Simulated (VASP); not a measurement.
# AlO2 (P4mm) in VASP: a series of runs

The runs below take AlO2 through single point, relaxation of cell and atoms, with PBE.

Program: VASP 6.6.1. These are calculated values, not measurements. Logs are shortened: lines on timing, memory, paths and dates and some standing lists are left out, and cuts for length are marked.

**1. The cell of the first run**

It takes space group P4mm (No. 99, tetragonal). The conventional cell has a = 2.599 Å, b = 2.599 Å, c = 4.984 Å, α = 90.00°, β = 90.00°, γ = 90.00°. Al (site symmetry 4mm) has 5 O at 1.58 to 1.88 Å within 2.1 Å. Within 2.1 Å of O (site symmetry 4mm) lie 1 Al at 1.58 Å. O (site symmetry 4mm) has 4 Al at 1.88 Å and 8 O at 2.19 to 2.60 Å within 2.6 Å.

The cell was built from a structure type or drawn by symmetry, and may not be a known phase.

**2. Single point, PBE, collinear spin, ferromagnetic start**

Input file INCAR:

```
SYSTEM = AlO2
ALGO = Normal
EDIFF = 1E-7
ENCUT = 520
GGA = PE
ISIF = 2
ISMEAR = 0
ISPIN = 2
LASPH = .TRUE.
LCHARG = .FALSE.
LORBIT = 11
LREAL = .FALSE.
LWAVE = .FALSE.
MAGMOM = 0 1 1
NBANDS = 18
NELM = 150
PREC = Accurate
SIGMA = 0.1
```

Input file KPOINTS:

```
k-points
0
G
  6 6 4
  0 0 0
```

Input file POSCAR:

```
AlO2
1.0
    2.5985980200      0.0000000000      0.0000000000
    0.0000000000      2.5985980200      0.0000000000
    0.0000000000      0.0000000000      4.9841482900
Al O
1 2
Direct
    0.0000000000      0.0000000000      0.5905896600
    0.0000000000      0.0000000000      0.9080660400
    0.5000000000      0.5000000000      0.6706403100
```

Potentials or basis: VASP PAW PBE potentials, release 64 (Al, O).

The run is started by

```sh
$ cat potpaw_PBE.64/Al/POTCAR potpaw_PBE.64/O/POTCAR > POTCAR
$ mpirun -np 1 vasp_std > vasp.out
```

OUTCAR:

```text
SYSTEM = AlO2
   EDIFF = 1E-7
   ENCUT = 520
   GGA = PE
   ISIF = 2
   ISMEAR = 0
   ISPIN = 2
   LASPH = .TRUE.
   LORBIT = 11
   LREAL = .FALSE.
   NELM = 150
   PREC = Accurate

 ion  position               nearest neighbor table
   1  0.000  0.000  0.591-   2 1.58   3 1.88   3 1.88   3 1.88   3 1.88
   2  0.000  0.000  0.908-   1 1.58
   3  0.500  0.500  0.671-   1 1.88   1 1.88   1 1.88   1 1.88

  LATTYP: Found a simple tetragonal cell.
 ALAT       =     2.5985980200
 C/A-ratio  =     1.9180143491

  Lattice vectors:

 A1 = (   2.5985980200,   0.0000000000,   0.0000000000)
 A2 = (   0.0000000000,   2.5985980200,   0.0000000000)
 A3 = (   0.0000000000,   0.0000000000,   4.9841482900)

Analysis of symmetry for initial positions (statically):
=====================================================================
 Subroutine PRICEL returns:
 Original cell was already a primitive cell.

 Routine SETGRP: Setting up the symmetry group for a
 simple tetragonal supercell.

 Subroutine GETGRP returns: Found  8 space group operations
 (whereof  8 operations were pure point group operations)
 out of a pool of 16 trial point group operations.

The static configuration has the point symmetry C_4v.

Analysis of symmetry for dynamics (positions and initial velocities):
=====================================================================
 Subroutine PRICEL returns:
 Original cell was already a primitive cell.

 Routine SETGRP: Setting up the symmetry group for a
 simple tetragonal supercell.

 Subroutine GETGRP returns: Found  8 space group operations
 (whereof  8 operations were pure point group operations)
 out of a pool of 16 trial point group operations.

The dynamic configuration has the point symmetry C_4v.

Analysis of structural, dynamic, and magnetic symmetry:
=====================================================================
 Subroutine PRICEL returns:
 Original cell was already a primitive cell.

 Routine SETGRP: Setting up the symmetry group for a
 simple tetragonal supercell.

 Subroutine GETGRP returns: Found  8 space group operations
 (whereof  8 operations were pure point group operations)
 out of a pool of 16 trial point group operations.

The overall configuration has the point symmetry C_4v.

 Subroutine INISYM returns: Found  8 space group operations
 (whereof  8 operations are pure point group operations),
 and found     1 'primitive' translations

----------------------------------------------------------------------------------------

                                     Primitive cell

  volume of cell :      33.6565

  direct lattice vectors                    reciprocal lattice vectors
     2.598598020  0.000000000  0.000000000     0.384822890  0.000000000  0.000000000
     0.000000000  2.598598020  0.000000000     0.000000000  0.384822890  0.000000000
     0.000000000  0.000000000  4.984148290     0.000000000  0.000000000  0.200636085

  length of vectors
     2.598598020  2.598598020  4.984148290     0.384822890  0.384822890  0.200636085

  position of ions in fractional coordinates (direct lattice)
     0.000000000  0.000000000  0.590589660
     0.000000000  0.000000000  0.908066040
     0.500000000  0.500000000  0.670640310

  ion indices of the primitive-cell ions
   primitive index   ion index
                 1           1
                 2           2
                 3           3

----------------------------------------------------------------------------------------

 KPOINTS: k-points

Automatic generation of k-mesh.
 Grid dimensions read from file:
 generate k-points for:    6    6    4

 Generating k-lattice:

  Cartesian coordinates                     Fractional coordinates (reciprocal lattice)
     0.064137148  0.000000000  0.000000000     0.166666667  0.000000000  0.000000000
     0.000000000  0.064137148  0.000000000     0.000000000  0.166666667  0.000000000
     0.000000000  0.000000000  0.050159021     0.000000000  0.000000000  0.250000000

  Length of vectors
     0.064137148  0.064137148  0.050159021

  Shift w.r.t. Gamma in fractional coordinates (k-lattice)
     0.000000000  0.000000000  0.000000000

 Subroutine IBZKPT returns following result:
 ===========================================

 Found     30 irreducible k-points:

 Following reciprocal coordinates:
            Coordinates               Weight
  0.000000  0.000000  0.000000      1.000000
  0.166667  0.000000  0.000000      4.000000
  0.333333  0.000000  0.000000      4.000000
  0.500000  0.000000  0.000000      2.000000
  0.166667  0.166667  0.000000      4.000000
  0.333333  0.166667  0.000000      8.000000
[... 16 lines left out ...]
  0.333333  0.000000  0.500000      4.000000
  0.500000  0.000000  0.500000      2.000000
 [... further k-points ...]
   k-points           NKPTS =     30   k-points in BZ     NKDIM =     30   number of bands    NBANDS=     18
   number of dos      NEDOS =    301   number of ions     NIONS =      3
   total plane-waves  NPLWV =  16000
   dimension x,y,z NGX =    20 NGY =   20 NGZ =   40
   dimension x,y,z NGXF=    40 NGYF=   40 NGZF=   80
   ions per type =               1   2
   NGX,Y,Z   is equivalent  to a cutoff of  12.80, 12.80, 13.34 a.u.
   NGXF,Y,Z  is equivalent  to a cutoff of  25.59, 25.59, 26.68 a.u.
 SYSTEM =  AlO2
   PREC   = accura    normal or accurate (medium, high low for compatibility)
   ISTART =      0    job   : 0-new  1-cont  2-samecut
   ICHARG =      2    charge: 1-file 2-atom 10-const
   ISPIN  =      2    spin polarized calculation?
   LNONCOLLINEAR =      F non collinear calculations
   LSORBIT =      F    spin-orbit coupling
   LASPH  =      T    aspherical Exc in radial PAW
   ENCUT  =  520.0 eV  38.22 Ry    6.18 a.u.   4.83  4.83  9.27*2*pi/ulx,y,z
   NELM   =    150;   NELMIN=  2; NELMDL= -5     # of ELM steps
   EDIFF  = 0.1E-06   stopping-criterion for ELM
   LREAL  =      F    real-space projection
   EDIFFG = 0.1E-05   stopping-criterion for IOM
   NSW    =      0    number of steps for IOM
   IBRION =     -1    ionic relax: 0-MD 1-quasi-New 2-CG
   NFREE  =      0    steps in history (QN), initial steepest desc. (CG)
   ISIF   =      2    stress and relaxation
   ISYM   =      2    0-nonsym 1-usesym 2-fastsym
   POTIM  = 0.5000    time-step for ionic-motion
   TEBEG  =    0.0;   TEEND  =   0.0 temperature during run
   PSTRESS=    0.0 pullay stress
   NELECT =      15.0000    total number of electrons
   NUPDOWN=      -1.0000    fix difference up-down
   EMIN   =  10.00;   EMAX   =-10.00  energy-range for DOS
   EFERMI =   0.00;   METHOD = LEGACY
   ISMEAR =     0;   SIGMA  =   0.10  broadening in eV -4-tet -1-fermi 0-gaus
   EFERMI_NEDOS =   21; number of points for ismear=-14 and -15
   IALGO  =     38    algorithm
   IMIX   =      4    mixing-type and parameters
     AMIX     =   0.40;   BMIX     =  1.00
     AMIX_MAG =   1.60;   BMIX_MAG =  1.00
  volume/ion in A,a.u.               =      11.22        75.71
  Fermi-wavevector in a.u.,A,eV,Ry     =   1.250496  2.363094 21.275967  1.563739
  Thomas-Fermi vector in A             =   2.384487
   LORBIT       =     11    0 simple, 1 ext, 2 COOP (PROOUT), +10 PAW based schemes
   GGA     = PE    functional components
   LHFCALC =     F    Hartree Fock is set to
   AEXX    =    0.0000 exact exchange contribution
   IVDW    =     0    specifies the selected vdW correction
   LEPSILON=     F    determine dielectric tensor
   LRPA    =     F    only Hartree local field effects (RPA)
 spin polarized calculation
 Gauss-broadening in eV      SIGMA  =   0.10
  energy-cutoff  :      520.00
  volume of cell :       33.66
 maximum number of plane-waves:       920
 NGX is ok and might be reduce to    20
   NGX =  9   NGY =  9   NGZ = 19

 number of electron      15.0000006 magnetization       1.0000000

 Free energy of the ion-electron system (eV)
  ---------------------------------------------------
  ext. energy  EPLUGINS =         0.00000000
  ---------------------------------------------------
  free energy    TOTEN  =       -14.61502210 eV

  energy without entropy =      -14.60815512  energy(sigma->0) =      -14.61158861

 E-fermi :   4.1786     XC(G=0):  -9.8420

 val. band max:        4.1615948967   @ k =   0.5000   0.1667   0.5000
 cond. band min:       4.1873981862   @ k =   0.1667   0.1667   0.2500
 fundamental gap:      0.0258032894
 Fermi energy:         4.1785901543

 spin component 1

 k-point     1 :       0.0000    0.0000    0.0000
  band No.  band energies     occupation
      1     -18.2481      1.00000
      2     -13.3058      1.00000
      3      -2.0484      1.00000
      4      -0.8819      1.00000
      5      -0.8819      1.00000
      6       0.9992      1.00000
[... 10 lines left out ...]
     17      25.7295      0.00000
     18      27.3228      0.00000
[... 463 lines left out ...]
 k-point    24 :       0.5000    0.0000    0.5000
  band No.  band energies     occupation
      1     -16.2669      1.00000
      2     -14.0697      1.00000
      3      -4.7979      1.00000
      4      -2.2087      1.00000
      5      -0.1127      1.00000
      6       2.0564      1.00000
[... 10 lines left out ...]
     17      25.8174      0.00000
     18      26.3298      0.00000

 [... further k-points ...]

 spin component 2

 k-point     1 :       0.0000    0.0000    0.0000
  band No.  band energies     occupation
      1     -17.9556      1.00000
      2     -12.0302      1.00000
      3      -1.9453      1.00000
      4      -0.6040      1.00000
      5      -0.6040      1.00000
      6       1.6022      1.00000
[... 10 lines left out ...]
     17      25.6062      0.00000
     18      27.3854      0.00000
[... 463 lines left out ...]
 k-point    24 :       0.5000    0.0000    0.5000
  band No.  band energies     occupation
      1     -16.1510      1.00000
      2     -12.6518      1.00000
      3      -4.5423      1.00000
      4      -1.6899      1.00000
      5       0.0048      1.00000
      6       2.7384      1.00000
[... 10 lines left out ...]
     17      25.8262      0.00000
     18      26.4801      0.00000

 [... further k-points ...]

------------------------ aborting loop because EDIFF is reached ----------------------------------------

  FORCE on cell =-STRESS in cart. coord.  units (eV):
  Direction    XX          YY          ZZ          XY          YZ          ZX
  --------------------------------------------------------------------------------------
  -------------------------------------------------------------------------------------
  Total        8.0678458      8.0678458     10.1253509      0.0000000      0.0000000     -0.0000000
  in kB      384.0599385    384.0599385    482.0049578      0.0000000      0.0000000     -0.0000000
  external PRESSURE =     416.7082783 kB  Pullay stress =       0.0000000 kB

 VOLUME and BASIS-vectors are now :
 -----------------------------------------------------------------------------
  energy-cutoff  :      520.00
  volume of cell :       33.66
      direct lattice vectors                 reciprocal lattice vectors
     2.598598020  0.000000000  0.000000000     0.384822890  0.000000000  0.000000000
     0.000000000  2.598598020  0.000000000     0.000000000  0.384822890  0.000000000
     0.000000000  0.000000000  4.984148290     0.000000000  0.000000000  0.200636085

 POSITION                                       TOTAL-FORCE (eV/Angst)
 -----------------------------------------------------------------------------------
      0.00000      0.00000      2.94359        -0.000000      0.000000     -3.215413
      0.00000      0.00000      4.52594         0.000000      0.000000     10.218398
      1.29930      1.29930      3.34257        -0.000000     -0.000000     -7.002986
 -----------------------------------------------------------------------------------
    total drift:                               -0.000000      0.000000     -0.000194

  FREE ENERGIE OF THE ION-ELECTRON SYSTEM (eV)
  ---------------------------------------------------
  free  energy   TOTEN  =       -14.6150221035 eV

  energy  without entropy=      -14.6081551248  energy(sigma->0) =      -14.61158861

 total charge

# of ion       s       p       d       tot
------------------------------------------
    1        0.378   0.490   0.000   0.868
    2        1.616   3.342   0.000   4.959
    3        1.611   3.509   0.000   5.120
--------------------------------------------------
tot          3.605   7.341   0.000  10.946

 magnetization (x)

# of ion       s       p       d       tot
------------------------------------------
    1       -0.010  -0.006   0.000  -0.015
    2        0.011   0.822   0.000   0.833
    3        0.004   0.065   0.000   0.069
--------------------------------------------------
tot          0.005   0.881   0.000   0.886
```

Run time: 28 s. Hardware: 1 thread of AMD EPYC 7R13 (Zen 3), shared host; peak memory 0.13 GiB.

Results:

```
Free energy                                           : -14.6150 eV
Pressure                                              : 41.7 GPa
Largest force                                         : 10.218 eV/Å
Band gap on the k mesh                                : zero (filled and empty bands overlap)
Net moment                                            : 1.00 μB per cell
Site moments                                          : Al -0.01; O +0.83, +0.07 μB
Valence electrons inside the program's atomic spheres : Al 0.87; O 4.96, 5.12
```

Forces on the atoms (eV/Å):
```
Al   0.000  0.000 -3.215
O    0.000  0.000 10.218
O    0.000  0.000 -7.003
```

Stress tensor (GPa, compression positive):
```
38.41  0.00  0.00
 0.00 38.41  0.00
 0.00  0.00 48.20
```

Levels at points of the mesh, in eV from the Fermi level:
Spin up:
| k point | band 6 | band 7 | band 8 | band 9 | band 10 | band 11 |
| --- | --- | --- | --- | --- | --- | --- |
| (0.00, 0.00, 0.00) | -3.18 | -0.51 | -0.51 | 0.45 | 7.88 | 9.46 |
| (0.50, 0.00, 0.00) | -2.46 | -1.87 | -1.06 | 2.51 | 5.46 | 9.89 |
| (0.50, 0.50, 0.00) | -2.72 | -2.30 | -2.30 | 4.85 | 6.70 | 6.70 |
| (0.00, 0.00, 0.50) | -3.77 | -0.52 | -0.52 | 1.18 | 7.92 | 7.98 |
| (0.50, 0.00, 0.50) | -2.12 | -1.60 | -1.06 | 2.23 | 5.12 | 11.59 |
| (0.50, 0.50, 0.50) | -2.84 | -2.40 | -2.40 | 5.34 | 7.00 | 7.00 |
Spin down:
```
           k point  band 3  band 4  band 5  band 6  band 7  band 8  band 9  band 10  band 11  band 12
(0.00, 0.00, 0.00)   -6.12   -4.78   -4.78   -2.58    0.39    1.39    1.39     7.86     9.56    13.40
(0.50, 0.00, 0.00)   -8.59   -5.74   -4.17   -1.87   -0.71    0.99    2.36     5.52     9.91    13.61
(0.50, 0.50, 0.00)   -8.74   -8.74   -3.72   -1.97   -0.71   -0.71    4.60     6.57     6.57    11.72
(0.00, 0.00, 0.50)   -5.79   -4.78   -4.78   -3.22    1.17    1.37    1.37     7.89     8.08    14.07
(0.50, 0.00, 0.50)   -8.72   -5.87   -4.17   -1.44   -0.34    0.99    2.01     5.01    11.74    13.48
(0.50, 0.50, 0.50)   -8.73   -8.73   -3.75   -2.12   -0.86   -0.86    5.12     6.97     6.97    12.68
```

Caveat: the k points lie up to 0.40 Å⁻¹ apart, too coarse for converged energies and pressures of a metal; forces of over 1 eV/Å act on the atoms, so gaps and moduli don't describe the material at rest.

[end of part 1 of 2]
